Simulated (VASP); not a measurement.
# GaS5 (P4mm) in VASP: a series of runs

The runs below take GaS5 through single point, relaxation of cell and atoms, with PBE.

Program: VASP 6.6.1. These are calculated values, not measurements. Logs are shortened: lines on timing, memory, paths and dates and some standing lists are left out, and cuts for length are marked.

## Step 1: The cell of the first run

The structure is tetragonal, space group P4mm (No. 99). Conventional cell: a = 4.703 Å, b = 4.703 Å, c = 6.275 Å, α = 90.00°, β = 90.00°, γ = 90.00°. Within 2.8 Å of Ga (site symmetry 4mm) lie 4 S at 2.09 Å. Within 2.5 Å of S (site symmetry m) lie 4 S at 1.85 to 2.08 Å and 1 Ga at 2.09 Å. S (site symmetry 4mm) has 4 S at 1.92 Å within 2.6 Å.

## Step 2: Single point, PBE

INCAR

```
SYSTEM = GaS5
ALGO     = Normal         ! electronic algorithm
EDIFF    = 1E-6           ! SCF threshold, eV
ENCUT    = 520            ! plane-wave cutoff, eV
GGA      = PE             ! functional
ISIF     = 2              ! what is computed and relaxed
ISMEAR   = 0              ! smearing method
LASPH    = .True.         ! aspherical terms in the spheres
LCHARG   = .False.        ! write CHGCAR
LREAL    = .False.        ! projectors in reciprocal space
LWAVE    = .False.        ! write WAVECAR
NBANDS   = 30             ! bands
NELM     = 100            ! most SCF steps
PREC     = Accurate       ! precision mode
SIGMA    = 0.1            ! smearing width, eV
```

KPOINTS

```
k-points
0
Gamma
  4 4 4
  0 0 0
```

POSCAR

```
GaS5
1.0
    4.7025079200      0.0000000000      0.0000000000
    0.0000000000      4.7025079200      0.0000000000
    0.0000000000      0.0000000000      6.2746660100
Ga S
1 5
Direct
    0.5000000000      0.5000000000      0.3222093600
    0.2216004000      0.5000000000      0.5809938000
    0.7783996000      0.5000000000      0.5809938000
    0.5000000000      0.2216004000      0.5809938000
    0.5000000000      0.7783996000      0.5809938000
    0.5000000000      0.5000000000      0.8055214500
```

Potentials or basis: VASP PAW PBE potentials, release 64 (Ga_d, S).

Command:

```console
> cat potpaw_PBE.64/Ga_d/POTCAR potpaw_PBE.64/S/POTCAR > POTCAR
> mpirun -np 1 vasp_std > vasp.out
```

OUTCAR:

```text
SYSTEM = GaS5
   EDIFF = 1E-6
   ENCUT = 520
   GGA = PE
   ISIF = 2
   ISMEAR = 0
   LASPH = .True.
   LREAL = .False.
   NELM = 100
   PREC = Accurate

 ion  position               nearest neighbor table
   1  0.500  0.500  0.322-   2 2.09   3 2.09   4 2.09   5 2.09
   2  0.222  0.500  0.581-   4 1.85   5 1.85   6 1.92   3 2.08   1 2.09   3 2.62
   3  0.778  0.500  0.581-   4 1.85   5 1.85   6 1.92   2 2.08   1 2.09   2 2.62
   4  0.500  0.222  0.581-   2 1.85   3 1.85   6 1.92   5 2.08   1 2.09   5 2.62
   5  0.500  0.778  0.581-   2 1.85   3 1.85   6 1.92   4 2.08   1 2.09   4 2.62
   6  0.500  0.500  0.806-   2 1.92   3 1.92   4 1.92   5 1.92

  LATTYP: Found a simple tetragonal cell.
 ALAT       =     4.7025079200
 C/A-ratio  =     1.3343233263

  Lattice vectors:

 A1 = (   4.7025079200,   0.0000000000,   0.0000000000)
 A2 = (   0.0000000000,   4.7025079200,   0.0000000000)
 A3 = (   0.0000000000,   0.0000000000,   6.2746660100)

Analysis of symmetry for initial positions (statically):
=====================================================================
 Subroutine PRICEL returns:
 Original cell was already a primitive cell.

 Routine SETGRP: Setting up the symmetry group for a
 simple tetragonal supercell.

 Subroutine GETGRP returns: Found  8 space group operations
 (whereof  8 operations were pure point group operations)
 out of a pool of 16 trial point group operations.

The static configuration has the point symmetry C_4v.

Analysis of symmetry for dynamics (positions and initial velocities):
=====================================================================
 Subroutine PRICEL returns:
 Original cell was already a primitive cell.

 Routine SETGRP: Setting up the symmetry group for a
 simple tetragonal supercell.

 Subroutine GETGRP returns: Found  8 space group operations
 (whereof  8 operations were pure point group operations)
 out of a pool of 16 trial point group operations.

The dynamic configuration has the point symmetry C_4v.

 Subroutine INISYM returns: Found  8 space group operations
 (whereof  8 operations are pure point group operations),
 and found     1 'primitive' translations

----------------------------------------------------------------------------------------

                                     Primitive cell

  volume of cell :     138.7553

  direct lattice vectors                    reciprocal lattice vectors
     4.702507920  0.000000000  0.000000000     0.212652486  0.000000000  0.000000000
[... 90 lines left out ...]
   NSW    =      0    number of steps for IOM
   IBRION =     -1    ionic relax: 0-MD 1-quasi-New 2-CG
   NFREE  =      0    steps in history (QN), initial steepest desc. (CG)
   ISIF   =      2    stress and relaxation
   ISYM   =      2    0-nonsym 1-usesym 2-fastsym
   POTIM  = 0.5000    time-step for ionic-motion
   TEBEG  =    0.0;   TEEND  =   0.0 temperature during run
   PSTRESS=    0.0 pullay stress
   NELECT =      43.0000    total number of electrons
   NUPDOWN=      -1.0000    fix difference up-down
   EMIN   =  10.00;   EMAX   =-10.00  energy-range for DOS
   EFERMI =   0.00;   METHOD = LEGACY
   ISMEAR =     0;   SIGMA  =   0.10  broadening in eV -4-tet -1-fermi 0-gaus
   EFERMI_NEDOS =   21; number of points for ismear=-14 and -15
   IALGO  =     38    algorithm
   IMIX   =      4    mixing-type and parameters
     AMIX     =   0.40;   BMIX     =  1.00
     AMIX_MAG =   1.60;   BMIX_MAG =  1.00
  volume/ion in A,a.u.               =      23.13       156.06
  Fermi-wavevector in a.u.,A,eV,Ry     =   1.107850  2.093534 16.698870  1.227332
  Thomas-Fermi vector in A             =   2.244370
   LORBIT       =      0    0 simple, 1 ext, 2 COOP (PROOUT), +10 PAW based schemes
   GGA     = PE    functional components
   LHFCALC =     F    Hartree Fock is set to
   AEXX    =    0.0000 exact exchange contribution
   IVDW    =     0    specifies the selected vdW correction
   LEPSILON=     F    determine dielectric tensor
   LRPA    =     F    only Hartree local field effects (RPA)
 non-spin polarized calculation
 Gauss-broadening in eV      SIGMA  =   0.10
  energy-cutoff  :      520.00
  volume of cell :      138.76
 maximum number of plane-waves:      3768
 NGX is ok and might be reduce to    36
   NGX = 17   NGY = 17   NGZ = 23

 number of electron      42.9999996 magnetization

 Free energy of the ion-electron system (eV)
  ---------------------------------------------------
  ext. energy  EPLUGINS =         0.00000000
  ---------------------------------------------------
  free energy    TOTEN  =         0.49038113 eV

  energy without entropy =        0.50950737  energy(sigma->0) =        0.49994425

 E-fermi :   4.3988     XC(G=0):  -7.9793

 val. band max:        4.3750122256   @ k =   0.2500   0.2500   0.0000
 cond. band min:       4.4050846006   @ k =   0.0000   0.0000   0.0000
 fundamental gap:      0.0300723750
 Fermi energy:         4.3987650740

 k-point     1 :       0.0000    0.0000    0.0000
  band No.  band energies     occupation
      1     -21.8950      2.00000
      2     -13.9488      2.00000
      3     -13.9488      2.00000
      4     -12.3907      2.00000
      5     -11.0817      2.00000
      6     -11.0645      2.00000
[... 583 lines left out ...]
     29       8.5066      0.00000
     30       8.5112      0.00000

------------------------ aborting loop because EDIFF is reached ----------------------------------------

  FORCE on cell =-STRESS in cart. coord.  units (eV):
  Direction    XX          YY          ZZ          XY          YZ          ZX
  --------------------------------------------------------------------------------------
  -------------------------------------------------------------------------------------
  Total       57.2074925     57.2074925     52.0694756      0.0000000     -0.0000000      0.0000000
  in kB      660.5623396    660.5623396    601.2347876      0.0000000     -0.0000000      0.0000000
  external PRESSURE =     640.7864889 kB  Pullay stress =       0.0000000 kB

 VOLUME and BASIS-vectors are now :
 -----------------------------------------------------------------------------
  energy-cutoff  :      520.00
  volume of cell :      138.76
      direct lattice vectors                 reciprocal lattice vectors
     4.702507920  0.000000000  0.000000000     0.212652486  0.000000000  0.000000000
     0.000000000  4.702507920  0.000000000     0.000000000  0.212652486  0.000000000
     0.000000000  0.000000000  6.274666010     0.000000000  0.000000000  0.159371032

 POSITION                                       TOTAL-FORCE (eV/Angst)
 -----------------------------------------------------------------------------------
      2.35125      2.35125      2.02176        -0.000000     -0.000000    -15.086806
      1.04208      2.35125      3.64554       -16.735148     -0.000000     -0.927781
      3.66043      2.35125      3.64554        16.735148      0.000000     -0.927781
      2.35125      1.04208      3.64554         0.000000    -16.735148     -0.927781
      2.35125      3.66043      3.64554        -0.000000     16.735148     -0.927781
      2.35125      2.35125      5.05438        -0.000000      0.000000     18.797928
 -----------------------------------------------------------------------------------
    total drift:                                0.000000      0.000000      0.000346

  FREE ENERGIE OF THE ION-ELECTRON SYSTEM (eV)
  ---------------------------------------------------
  free  energy   TOTEN  =         0.4903811318 eV

  energy  without entropy=        0.5095073727  energy(sigma->0) =        0.49994425
```

stdout:

```text
POSCAR found type information on POSCAR GaS
 POSCAR found :  2 types and       6 ions
 scaLAPACK will be used
 LDA part: xc-table for (Slater+PW92), standard interpolation
 POSCAR, INCAR and KPOINTS ok, starting setup
 FFT: planning ... GRIDC
 FFT: planning ... GRID_SOFT
 FFT: planning ... GRID
 WAVECAR not read
 entering main loop
```

Wall time 96 s (1 thread of Intel Xeon Platinum 8488C (Sapphire Rapids), shared host); peak memory 0.26 GiB.

What came out:

| Property | Result |
| --- | --- |
| Free energy | 0.4904 eV |
| Pressure | 64.1 GPa |
| Largest force | 18.798 eV/Å |

Forces in eV/Å, atoms in the order of the input:
```
Ga    0.000   0.000 -15.087
S   -16.735   0.000  -0.928
S    16.735   0.000  -0.928
S     0.000 -16.735  -0.928
S     0.000  16.735  -0.928
S     0.000   0.000  18.798
```

Stress tensor (GPa, compression positive):
```
66.06  0.00  0.00
 0.00 66.06  0.00
 0.00  0.00 60.12
```

Levels at points of the mesh, in eV from the Fermi level:
```tsv
k point	band 17	band 18	band 19	band 20	band 21	band 22	band 23	band 24	band 25	band 26
(0.00, 0.00, 0.00)	-3.00	-3.00	-1.65	-1.21	0.01	0.01	0.52	0.52	1.62	2.17
(0.50, 0.00, 0.00)	-3.27	-2.95	-1.23	-1.04	-0.96	0.47	1.56	1.90	2.16	2.34
(0.50, 0.50, 0.00)	-6.66	-1.48	-1.48	-0.99	-0.25	0.61	1.42	1.42	1.81	2.14
(0.00, 0.00, 0.50)	-3.41	-2.99	-2.99	-1.05	0.04	0.04	0.97	0.97	1.62	2.21
(0.50, 0.00, 0.50)	-3.27	-3.26	-2.72	-0.94	-0.36	0.66	1.90	2.06	2.33	2.63
(0.50, 0.50, 0.50)	-6.62	-2.82	-1.16	-1.16	-0.25	0.61	1.59	1.67	1.67	2.34
```

Caveat: forces of over 1 eV/Å act on the atoms, so gaps and moduli don't describe the material at rest.

## Step 3: Single point, PBE

This run uses another cell than the first one, of 39.45 Å³/atom, 1.706 times its volume.

INCAR

```
SYSTEM = GaS5
ALGO = Normal
EDIFF = 1E-7
ENCUT = 520
GGA = PE
ISIF = 2
ISMEAR = 0
LASPH = .TRUE.
LCHARG = .TRUE.
LELF = .TRUE.
LREAL = .FALSE.
LVHAR = .TRUE.
LWAVE = .FALSE.
NBANDS = 30
NELM = 60
PREC = Accurate
SIGMA = 0.1
```

KPOINTS

```
k-points
0
G
  4 4 4
  0 0 0
```

POSCAR

```
GaS5
1.0
    5.9011640827      0.0000000000      0.0000000000
    0.0000000000      5.9011640827      0.0000000000
    0.0000000000      0.0000000000      6.7976826722
Ga S
1 5
Direct
    0.5000000000      0.5000000000      0.2878412358
    0.1688341872      0.5000000000      0.5461731505
    0.8311658128      0.5000000000      0.5461731505
    0.5000000000      0.1688341872      0.5461731505
    0.5000000000      0.8311658128      0.5461731505
    0.5000000000      0.5000000000      0.9791721722
```

Potentials or basis: VASP PAW PBE potentials, release 64 (Ga_d, S).

Command:

```console
> cat potpaw_PBE.64/Ga_d/POTCAR potpaw_PBE.64/S/POTCAR > POTCAR
> mpirun -np 1 vasp_std > vasp.out
```

Run time: 3.4 min. Hardware: 1 thread of Intel Xeon Platinum 8488C (Sapphire Rapids), shared host; peak memory 0.39 GiB.

It converged, with:

| Quantity | Value |
| --- | --- |
| Free energy | -21.4062 eV |
| Pressure | -0.2 GPa |
| Largest force | 0.203 eV/Å |

Forces on the atoms (eV/Å):
```
Ga   0.000  0.000 -0.112
S   -0.202  0.000  0.011
S    0.202  0.000  0.011
S    0.000 -0.202  0.011
S    0.000  0.202  0.011
S    0.000  0.000  0.067
```

Stress tensor (GPa, compression positive):
```
-0.24  0.00  0.00
 0.00 -0.24  0.00
 0.00  0.00 -0.08
```

Levels at points of the mesh, in eV from the Fermi level:
```
           k point  band 19  band 20  band 21  band 22  band 23  band 24
(0.00, 0.00, 0.00)    -1.28    -1.28    -0.57    -0.57     1.39     2.29
(0.50, 0.00, 0.00)    -0.67    -0.64    -0.62    -0.33     0.31     1.46
(0.50, 0.50, 0.00)    -0.66    -0.66    -0.17     0.29     0.29     0.42
(0.00, 0.00, 0.50)    -1.72    -1.72     0.14     0.14     1.14     2.29
(0.50, 0.00, 0.50)    -1.29    -0.49    -0.44     0.15     0.31     1.91
(0.50, 0.50, 0.50)    -0.47    -0.47     0.03     0.29     0.29     0.41
```

Caveat: this functional lacks dispersion, which binds the layers, so the pressure and a relaxed spacing across them are unreliable.

## Step 4: Relaxation of cell and atoms, PBE

This run uses another cell than the first one, of 39.45 Å³/atom, 1.706 times its volume.

INCAR

```
PREC = Accurate ; ENCUT = 600
EDIFF = 1E-7 ; ISMEAR = 0
SIGMA = 0.1 ; LREAL = F
LASPH = T ; NELM = 80
ALGO = Normal ; ISIF = 3
LWAVE = F ; LCHARG = F
GGA = PE ; IBRION = 2
NSW = 100 ; EDIFFG = -0.01
```

KPOINTS

```
regular mesh
0
Gamma
  6 6 6
```

POSCAR is that of step 3.

Command:

```console
> cat potpaw_PBE.64/Ga_d/POTCAR potpaw_PBE.64/S/POTCAR > POTCAR
> mpirun -np 1 vasp_std > vasp.out
```

It took 36 min on 1 thread of Oxide Virtual Turin-like, shared host; peak memory 0.5 GiB.

Results (log left out):

```yaml
Free_energy: -21.4607 eV
Relaxed_volume: 39.59 Å³/atom
Relaxed_cell: a = 5.904 Å, b = 5.904 Å, c = 6.815 Å, α = 90.00°, β = 90.00°, γ = 90.00°
Space_group_after_relaxing_to_0.05_Å: P4mm (No. 99)
Energy_gained_by_relaxing: 1.3 meV/atom
Ionic_steps: 9
Pressure_after_relaxing: 0.0 GPa
Largest_force_after_relaxing: 0.008 eV/Å
```

Forces on the atoms (eV/Å):
```
Ga   0.000  0.000 -0.008
S   -0.002  0.000  0.004
S    0.002  0.000  0.004
S    0.000 -0.002  0.004
S    0.000  0.002  0.004
S    0.000  0.000 -0.008
```

The path:
```csv
step,energy change (eV),largest force (eV/Å),pressure (GPa),volume (Å³)
1,0.0000,0.2886,-0.23,236.72
2,-0.0034,0.1787,0.40,234.82
3,-0.0064,0.0779,0.14,235.57
4,-0.0075,0.0363,0.07,236.55
5,-0.0079,0.0278,0.01,237.49
6,-0.0079,0.0281,0.01,237.52
7,-0.0079,0.0232,-0.03,237.64
8,-0.0079,0.0118,-0.01,237.59
9,-0.0079,0.0081,-0.01,237.52
```

Final structure:
```yaml
crystal:
  lattice:
    - [5.90351, 0.00000, 0.00000]
    - [0.00000, 5.90351, 0.00000]
    - [0.00000, 0.00000, 6.81517]
  atoms:
    - { symbol: Ga, position: [0.50000, 0.50000, 0.28624] }
    - { symbol: S, position: [0.16674, 0.50000, 0.54659] }
    - { symbol: S, position: [0.83326, 0.50000, 0.54659] }
    - { symbol: S, position: [0.50000, 0.16674, 0.54659] }
    - { symbol: S, position: [0.50000, 0.83326, 0.54659] }
    - { symbol: S, position: [0.50000, 0.50000, 0.97910] }
```

Levels at points of the mesh, in eV from the Fermi level:
| k point | band 17 | band 18 | band 19 | band 20 | band 21 | band 22 | band 23 | band 24 | band 25 |
| --- | --- | --- | --- | --- | --- | --- | --- | --- | --- |
| (0.00, 0.00, 0.00) | -2.65 | -2.60 | -1.26 | -1.26 | -0.62 | -0.62 | 1.27 | 2.27 | 3.40 |
| (0.50, 0.00, 0.00) | -2.82 | -1.27 | -0.72 | -0.66 | -0.65 | -0.32 | 0.26 | 1.40 | 3.57 |
| (0.50, 0.50, 0.00) | -2.20 | -1.51 | -0.71 | -0.71 | -0.11 | 0.28 | 0.28 | 0.41 | 3.44 |
| (0.00, 0.00, 0.50) | -2.73 | -2.60 | -1.72 | -1.72 | 0.11 | 0.11 | 1.02 | 2.27 | 3.29 |
| (0.50, 0.00, 0.50) | -2.89 | -1.71 | -1.34 | -0.55 | -0.41 | 0.12 | 0.26 | 1.88 | 3.54 |
| (0.50, 0.50, 0.50) | -2.63 | -2.20 | -0.53 | -0.53 | 0.15 | 0.28 | 0.28 | 0.40 | 3.75 |

Caveat: this functional lacks dispersion, which binds the layers, so the pressure and a relaxed spacing across them are unreliable.

## Step 5: Overview

```tsv
task	cell	k mesh	cutoff (eV)	gap on the mesh (eV)	pressure (GPa)	largest force (eV/Å)
single point	a = 4.703, b = 4.703, c = 6.275 Å, 6 atoms	4 × 4 × 4	520	none	64.1	18.80
single point	a = 5.901, b = 5.901, c = 6.798 Å, 6 atoms	4 × 4 × 4	520	none	-0.2	0.20
relaxation of cell and atoms	relaxed from a = 5.901, b = 5.901, c = 6.798 Å, 6 atoms	6 × 6 × 6	600	none	0.0	0.01
```

Alike in all rows: level PBE; potentials or basis VASP PAW PBE potentials, release 64 (Ga_d, S); no spin polarisation; smearing gaussian 0.1 eV.

Caveats: this functional lacks dispersion, which binds the layers, so the pressure and a relaxed spacing across them are unreliable (some runs); forces of over 1 eV/Å act on the atoms, so gaps and moduli don't describe the material at rest (some runs).

Absolute energies hang on the potentials; compare differences alone.
